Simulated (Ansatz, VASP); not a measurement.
**Sr in VASP and in Ansatz**

Contents of POSCAR:

```
Sr
1.0
    7.1995850783      0.0000000000      0.0000000000
   -3.5997925391      6.2350235745      0.0000000000
    0.0000000000      0.0000000000      4.2858058580
Sr
3
Direct
    0.0000000000      0.0000000000      0.0000000000
    0.3333333333      0.6666666667      0.5000000000
    0.6666666667      0.3333333333      0.5000000000
```

Contents of INCAR.step1:

```
PREC = Accurate
ENCUT = 520
ISMEAR = -1
SIGMA = 0.1
LREAL = F
LASPH = T
NELM = 60
NBANDS = 22
GGA = PE
ALGO = Normal
EDIFF = 1E-4
LWAVE = T
LCHARG = F
```

File INCAR.step2:

```
PREC = Accurate
ENCUT = 520
EDIFF = 1E-6
ISMEAR = -1
SIGMA = 0.1
LREAL = F
LASPH = T
NELM = 60
ALGO = Normal
ISIF = 2
LWAVE = F
LCHARG = F
METAGGA = R2SCAN
LMIXTAU = T
NBANDS = 22
ISTART = 1
```

The input KPOINTS:

```
Automatic mesh
0
Gamma
  6 6 9
```

Input for Ansatz:

```yaml
crystal:
  lattice:
    - [7.1995850783, 0.0, 0.0]
    - [-3.5997925391, 6.2350235745, 0.0]
    - [0.0, 0.0, 4.285805858]
  atoms:
    - { symbol: Sr, position: [0.0, 0.0, 0.0] }
    - { symbol: Sr, position: [0.3333333333, 0.6666666667, 0.5] }
    - { symbol: Sr, position: [0.6666666667, 0.3333333333, 0.5] }
hamiltonian:
  xc: r2scan
  pseudopotentials:
    kind: paw
    azcp:
      Sr: "pseudopotentials/Sr.paw.azcp"
basis:
  ecutwfc: 500
  fft_grid_basis: typed
kpoints:
  mp_grid: { grid: [6, 6, 9], shift: [0, 0, 0] }
magnetization:
  spin_polarized: false
scf:
  occupations: { method: fermi_dirac, width: 0.1 }
  lower_state_search: "off"
output:
  stress: true
  write_density: true
  write_potential: true
  elf: true
  volumetric_format: npy
```

Alike in both runs: task single point; functional r2SCAN; k mesh 6 × 6 × 9; occupations fermi-dirac, width 0.1 eV; no spin polarisation.

```csv
,VASP,Ansatz
version,VASP 6.6.1,Ansatz 0.2.0
potentials or method,"VASP PAW PBE potentials, release 64 (Sr_sv), cutoff 520 eV","plane waves (500 eV) with PAW, scalar-relativistic"
valence electrons in the cell,30,30
```

```csv
,VASP,Ansatz,Ansatz less VASP
pressure (GPa),-1.1,-1.1,-0.01
```

VASP's potentials were made for PBE, not for r2SCAN. The functional is the same, so the differences come from potentials, cutoffs and numerics.
